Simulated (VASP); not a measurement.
# SnGe5Te6 (Cm) in VASP: single point with PBE

Aim: the single point of SnGe5Te6 with PBE.

Program: VASP 6.6.1. These are calculated values, not measurements. Logs are shortened: lines on timing, memory, paths and dates and some standing lists are left out, and cuts for length are marked.

### Step 1. The cell of the first run

It takes space group Cm (No. 8, monoclinic). Conventional cell: a = 7.805 Å, b = 4.267 Å, c = 21.084 Å, α = 90.00°, β = 92.04°, γ = 90.00°. Sn (site symmetry m) has 6 Te at 3.03 to 3.37 Å within 4.0 Å. Ge (site symmetry m) has 6 Te at 2.84 to 3.32 Å within 3.7 Å. Ge (site symmetry m) has 6 Te at 2.86 to 3.29 Å within 3.8 Å. Within 3.8 Å of Ge (site symmetry m) lie 6 Te at 2.85 to 3.31 Å. Within 3.7 Å of Ge (site symmetry m) lie 6 Te at 2.84 to 3.34 Å. Within 3.7 Å of Ge (site symmetry m) lie 6 Te at 2.84 to 3.32 Å. Te (site symmetry m) has 6 Ge at 2.84 to 3.30 Å within 3.7 Å. Te (site symmetry m) has 3 Ge at 2.86 to 3.28 Å and 3 Sn at 3.03 to 3.33 Å within 3.8 Å.

### Step 2. Single point, PBE

File INCAR:

```
SYSTEM = SnGe5Te6
ALGO = Normal
EDIFF = 1E-6
ENCUT = 520
GGA = PE
ISIF = 2
ISMEAR = 0
LASPH = .True.
LCHARG = .True.
LELF = .True.
LREAL = .False.
LVHAR = .True.
LWAVE = .False.
NBANDS = 72
NELM = 100
PREC = Accurate
SIGMA = 0.1
```

File KPOINTS:

```
k-points
0
Gamma
  4 4 1
  0 0 0
```

File POSCAR:

```
SnGe5Te6
1.0
    3.9026154376     -2.1333168893      0.0000000000
    3.9026154376      2.1333168893      0.0000000000
   -0.7512629985      0.0000000000     21.0709066512
Sn Ge Te
1 5 6
Direct
    0.9923172624      0.9923172624      0.5025012445
    0.3085794514      0.3085794514      0.8391774284
    0.6465893398      0.6465893398      0.6761523454
    0.3127546732      0.3127546732      0.3287991613
    0.6413221621      0.6413221621      0.1657385155
    0.9742530043      0.9742530043      0.0024854292
    0.0222240035      0.0222240035      0.7522300674
    0.3562478276      0.3562478276      0.5897160694
    0.6901047747      0.6901047747      0.4054351104
    0.0220803214      0.0220803214      0.2428315755
    0.3538532904      0.3538532904      0.0792259552
    0.6875416042      0.6875416042      0.9157070976
```

Potentials or basis: VASP PAW PBE potentials, release 64 (Sn_d, Ge_d, Te).

Run with:

```console
> cat potpaw_PBE.64/Sn_d/POTCAR potpaw_PBE.64/Ge_d/POTCAR potpaw_PBE.64/Te/POTCAR > POTCAR
> mpirun -np 1 vasp_std > vasp.out
```

OUTCAR:

```text
SYSTEM = SnGe5Te6
   EDIFF = 1E-6
   ENCUT = 520
   GGA = PE
   ISIF = 2
   ISMEAR = 0
   LASPH = .True.
   LREAL = .False.
   NELM = 100
   PREC = Accurate

 ion  position               nearest neighbor table
   1  0.992  0.992  0.503-   8 3.03   8 3.03   9 3.07   8 3.33   9 3.37   9 3.37
   2  0.309  0.309  0.839-   7 2.84  12 2.86  12 2.86
   3  0.647  0.647  0.676-   8 2.86   7 2.86   7 2.86   8 3.28   8 3.28   7 3.29
   4  0.313  0.313  0.329-  10 2.85   9 2.86   9 2.86  10 3.27  10 3.27
   5  0.641  0.641  0.166-  11 2.84  10 2.86  10 2.86  11 3.29  11 3.29
   6  0.974  0.974  0.002-  12 2.84  11 2.86  11 2.86  12 3.30  12 3.30
   7  0.022  0.022  0.752-   2 2.84   3 2.86   3 2.86   3 3.29
   8  0.356  0.356  0.590-   3 2.86   1 3.03   1 3.03   3 3.28   3 3.28   1 3.33
   9  0.690  0.690  0.405-   4 2.86   4 2.86   1 3.07   1 3.37   1 3.37
  10  0.022  0.022  0.243-   4 2.85   5 2.86   5 2.86   4 3.27   4 3.27
  11  0.354  0.354  0.079-   5 2.84   6 2.86   6 2.86   5 3.29   5 3.29
  12  0.688  0.688  0.916-   6 2.84   2 2.86   2 2.86   6 3.30   6 3.30

  LATTYP: Found a base centered monoclinic cell.
 ALAT       =     7.8052308752
 B/A-ratio  =     0.5466377416
 C/A-ratio  =     2.7013032050
 COS(beta)  =    -0.0356314021

  Lattice vectors:

 A1 = (   3.9026154376,  -2.1333168893,   0.0000000000)
 A2 = (   3.9026154376,   2.1333168893,   0.0000000000)
 A3 = (  -0.7512629985,   0.0000000000,  21.0709066512)

Analysis of symmetry for initial positions (statically):
=====================================================================
 Subroutine PRICEL returns:
 Original cell was already a primitive cell.

 Routine SETGRP: Setting up the symmetry group for a
 base centered monoclinic supercell.

 Subroutine GETGRP returns: Found  2 space group operations
 (whereof  2 operations were pure point group operations)
 out of a pool of  4 trial point group operations.

The static configuration has the point symmetry C_1h.

Analysis of symmetry for dynamics (positions and initial velocities):
=====================================================================
 Subroutine PRICEL returns:
 Original cell was already a primitive cell.

 Routine SETGRP: Setting up the symmetry group for a
 base centered monoclinic supercell.

 Subroutine GETGRP returns: Found  2 space group operations
 (whereof  2 operations were pure point group operations)
 out of a pool of  4 trial point group operations.

[... 113 lines left out ...]
   NELECT =     120.0000    total number of electrons
   NUPDOWN=      -1.0000    fix difference up-down
   EMIN   =  10.00;   EMAX   =-10.00  energy-range for DOS
   EFERMI =   0.00;   METHOD = LEGACY
   ISMEAR =     0;   SIGMA  =   0.10  broadening in eV -4-tet -1-fermi 0-gaus
   EFERMI_NEDOS =   21; number of points for ismear=-14 and -15
   IALGO  =     38    algorithm
   IMIX   =      4    mixing-type and parameters
     AMIX     =   0.40;   BMIX     =  1.00
     AMIX_MAG =   1.60;   BMIX_MAG =  1.00
  volume/ion in A,a.u.               =      29.24       197.31
  Fermi-wavevector in a.u.,A,eV,Ry     =   1.144881  2.163512 17.833880  1.310753
  Thomas-Fermi vector in A             =   2.281572
   LORBIT       =      0    0 simple, 1 ext, 2 COOP (PROOUT), +10 PAW based schemes
   GGA     = PE    functional components
   LHFCALC =     F    Hartree Fock is set to
   AEXX    =    0.0000 exact exchange contribution
   IVDW    =     0    specifies the selected vdW correction
   LEPSILON=     F    determine dielectric tensor
   LRPA    =     F    only Hartree local field effects (RPA)
 non-spin polarized calculation
 Gauss-broadening in eV      SIGMA  =   0.10
  energy-cutoff  :      520.00
  volume of cell :      350.85
 maximum number of plane-waves:      9464
 NGX is ok and might be reduce to    36
   NGX = 17   NGY = 17   NGZ = 79

 number of electron     120.0000000 magnetization

 Free energy of the ion-electron system (eV)
  ---------------------------------------------------
  ext. energy  EPLUGINS =         0.00000000
  ---------------------------------------------------
  free energy    TOTEN  =       -46.82899334 eV

  energy without entropy =      -46.82899058  energy(sigma->0) =      -46.82899196

 E-fermi :   5.7380     XC(G=0):  -9.4742

 val. band max:        5.4573819671   @ k =   0.0000   0.0000   0.0000
 cond. band min:       6.0317129035   @ k =   0.0000   0.0000   0.0000
 fundamental gap:      0.5743309364
 Fermi energy:         5.7380131820

 k-point     1 :       0.0000    0.0000    0.0000
  band No.  band energies     occupation
      1     -19.2494      2.00000
      2     -19.2478      2.00000
      3     -19.2465      2.00000
      4     -19.2450      2.00000
      5     -19.2444      2.00000
      6     -19.2427      2.00000
[... 514 lines left out ...]
     71       8.8471      0.00000
     72       8.8844      0.00000

------------------------ aborting loop because EDIFF is reached ----------------------------------------

  FORCE on cell =-STRESS in cart. coord.  units (eV):
  Direction    XX          YY          ZZ          XY          YZ          ZX
  --------------------------------------------------------------------------------------
  -------------------------------------------------------------------------------------
  Total       -0.5231104      0.1592599     -0.1963513      0.0000000      0.0000000      0.2838042
  in kB       -2.3887989      0.7272648     -0.8966441      0.0000000      0.0000000      1.2960001
  external PRESSURE =      -0.8527261 kB  Pullay stress =       0.0000000 kB

 VOLUME and BASIS-vectors are now :
 -----------------------------------------------------------------------------
  energy-cutoff  :      520.00
  volume of cell :      350.85
      direct lattice vectors                 reciprocal lattice vectors
     3.902615438 -2.133316889  0.000000000     0.128119208 -0.234376807  0.004567968
     3.902615438  2.133316889  0.000000000     0.128119208  0.234376807  0.004567968
    -0.751262999  0.000000000 21.070906651     0.000000000  0.000000000  0.047458803

 POSITION                                       TOTAL-FORCE (eV/Angst)
 -----------------------------------------------------------------------------------
      7.36775      0.00000     10.58816        -0.075243      0.000000      0.057063
      1.77809      0.00000     17.68223        -0.078556      0.000000      0.046577
      4.53881      0.00000     14.24714        -0.069076      0.000000      0.060999
      2.19411      0.00000      6.92810        -0.079144      0.000000      0.050679
      4.88115      0.00000      3.49226        -0.085505      0.000000      0.067775
      7.60240      0.00000      0.05237        -0.088400      0.000000      0.055421
     -0.39166      0.00000     15.85017         0.070798      0.000000     -0.055993
      2.33756      0.00000     12.42585         0.068666      0.000000     -0.030106
      5.08184      0.00000      8.54289         0.087416      0.000000     -0.077487
     -0.01009      0.00000      5.11668         0.078394      0.000000     -0.064691
      2.70239      0.00000      1.66936         0.088753      0.000000     -0.057087
      4.67848      0.00000     19.29478         0.081897      0.000000     -0.053149
 -----------------------------------------------------------------------------------
    total drift:                               -0.000876     -0.000000     -0.000723

  FREE ENERGIE OF THE ION-ELECTRON SYSTEM (eV)
  ---------------------------------------------------
  free  energy   TOTEN  =       -46.8289933406 eV

  energy  without entropy=      -46.8289905850  energy(sigma->0) =      -46.82899196
```

OSZICAR:

```text
N       E                     dE             d eps       ncg     rms          rms(c)
DAV:   1     0.142025121614E+04    0.14203E+04   -0.50861E+04  1312   0.304E+03
DAV:   2     0.262078369130E+03   -0.11582E+04   -0.11156E+04  1008   0.953E+02
DAV:   3    -0.185372401439E+02   -0.28062E+03   -0.27170E+03  1096   0.242E+02
DAV:   4    -0.458443339546E+02   -0.27307E+02   -0.26769E+02  1216   0.799E+01
DAV:   5    -0.468866565327E+02   -0.10423E+01   -0.10383E+01  1200   0.163E+01    0.117E+01
DAV:   6    -0.468202310715E+02    0.66425E-01   -0.59951E-01  1432   0.364E+00    0.767E+00
DAV:   7    -0.468376682718E+02   -0.17437E-01   -0.25469E-01  1304   0.246E+00    0.807E-01
DAV:   8    -0.468297165423E+02    0.79517E-02   -0.77307E-02  1224   0.130E+00    0.479E-01
DAV:   9    -0.468283982710E+02    0.13183E-02   -0.14054E-02  1440   0.697E-01    0.331E-01
DAV:  10    -0.468287916229E+02   -0.39335E-03   -0.59328E-03  1224   0.399E-01    0.162E-01
DAV:  11    -0.468289475146E+02   -0.15589E-03   -0.13972E-03  1216   0.165E-01    0.599E-02
DAV:  12    -0.468289763887E+02   -0.28874E-04   -0.27076E-04  1344   0.183E-01    0.355E-02
DAV:  13    -0.468289954296E+02   -0.19041E-04   -0.12261E-04  1144   0.586E-02    0.205E-02
DAV:  14    -0.468289943387E+02    0.10909E-05   -0.23927E-05  1200   0.381E-02    0.136E-02
DAV:  15    -0.468289933406E+02    0.99808E-06   -0.93012E-06  1008   0.201E-02
   1 F= -.46828993E+02 E0= -.46828992E+02  d E =-.275563E-05
```

stdout:

```text
POSCAR found type information on POSCAR SnGeTe
 POSCAR found :  3 types and      12 ions
 scaLAPACK will be used
 LDA part: xc-table for (Slater+PW92), standard interpolation
 POSCAR, INCAR and KPOINTS ok, starting setup
 FFT: planning ... GRIDC
 FFT: planning ... GRID_SOFT
 FFT: planning ... GRID
 WAVECAR not read
 entering main loop
```

It took 6.6 min on 1 thread of Intel Xeon 8259CL, shared host; peak memory 0.56 GiB.

What came out:

| Quantity | Value |
| --- | --- |
| Free energy | -46.8290 eV |
| Pressure | -0.1 GPa |
| Largest force | 0.117 eV/Å |
| Band gap on the k mesh | 0.57 eV |

Forces on the atoms (eV/Å):
```
Sn  -0.075  0.000  0.057
Ge  -0.079  0.000  0.047
Ge  -0.069  0.000  0.061
Ge  -0.079  0.000  0.051
Ge  -0.086  0.000  0.068
Ge  -0.088  0.000  0.055
Te   0.071  0.000 -0.056
Te   0.069  0.000 -0.030
Te   0.087  0.000 -0.077
Te   0.078  0.000 -0.065
Te   0.089  0.000 -0.057
Te   0.082  0.000 -0.053
```

Stress tensor (GPa, compression positive):
```
-0.24  0.00  0.13
 0.00  0.07  0.00
 0.13  0.00 -0.09
```

Caveat: spin-orbit coupling is left out, which moves the levels of the heavy elements; an odd mesh through Γ misses points on the zone boundary, where band edges can lie.
